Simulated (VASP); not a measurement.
Set up this calculation in VASP 6.6.1, as the native input.

```yaml
Task: single point
Functional: PBE
Potentials_or_basis: VASP PAW PBE potentials, release 64 (Mo_sv, S)
Cutoff: 520 eV
k_mesh: 10 × 10 × 10
Occupations: gaussian, width 0.1 eV
Spin: no spin polarisation
Dipole_correction: no
Further_INCAR_settings: ALGO = Normal; EDIFF = 1e-06; NBANDS = 20
```

The structure of MoS2 lies in POSCAR:

```
MoS2
1.0
    1.5800000000      0.9122100000      6.1500000000
   -1.5800000000      0.9122100000      6.1500000000
    0.0000000000     -1.8244300000      6.1500000000
Mo S
1 2
Direct
    0.0000000000      0.0000000000      0.0000000000
    0.2500000000      0.2500000000      0.2500000000
    0.4170000000      0.4170000000      0.4170000000
```

The input as run:

INCAR

```
SYSTEM = MoS2
PREC = Accurate ; ENCUT = 520
EDIFF = 1E-6 ; ISMEAR = 0
SIGMA = 0.1 ; LREAL = .FALSE.
LASPH = .TRUE. ; NELM = 60
ALGO = Normal ; ISIF = 2
LWAVE = .FALSE. ; LCHARG = .TRUE.
GGA = PE ; LELF = .TRUE.
LVHAR = .TRUE. ; NBANDS = 20
```

KPOINTS

```
Automatic mesh
0
G
  10 10 10
  0 0 0
```

Potentials or basis: VASP PAW PBE potentials, release 64 (Mo_sv, S).

The run is started by

```sh
$ cat potpaw_PBE.64/Mo_sv/POTCAR potpaw_PBE.64/S/POTCAR > POTCAR
$ mpirun -np 1 vasp_std > vasp.out
```

Results of the run:

The pressure is 5.2 GPa and the largest force is 0.506 eV/Å. The band gap on the k mesh is 0.97 eV (least direct gap 1.96 eV).

Caveat: the cell stands under pressure.

It took 4.5 min on 1 thread of AMD EPYC 7R13 Processor (Zen 3), on a shared host, peak memory 0.35 GiB.
